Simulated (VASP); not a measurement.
A run of VASP 6.6.1 is set up as follows.

Contents of INCAR:

```
SYSTEM = Ti
PREC = Accurate
ENCUT = 520
EDIFF = 1E-7
ISMEAR = 0
SIGMA = 0.014
LREAL = .FALSE.
LASPH = .TRUE.
NELM = 100
ALGO = Fast
ISIF = 2
LWAVE = .FALSE.
LCHARG = .TRUE.
GGA = PE
LELF = .TRUE.
LVHAR = .TRUE.
NBANDS = 12
```

Contents of KPOINTS:

```
regular mesh
0
G
  11 11 11
  0 0 0
```

File POSCAR:

```
Ti
1.0
   -1.6410000000      1.6410000000      1.6410000000
    1.6410000000     -1.6410000000      1.6410000000
    1.6410000000      1.6410000000     -1.6410000000
Ti
1
Direct
    0.0000000000      0.0000000000      0.0000000000
```

Potentials or basis: VASP PAW PBE potentials, release 64 (Ti_sv).

Command:

```bash
$ cat potpaw_PBE.64/Ti_sv/POTCAR > POTCAR
$ mpirun -np 1 vasp_std > vasp.out
```

Task: Predict the band gap on the k mesh.

Result: Zero (band 6 reaches 8.90 eV, above the bottom of band 7 at 7.33 eV).

Task: What does it give for the pressure?

Result: -3.1 GPa.
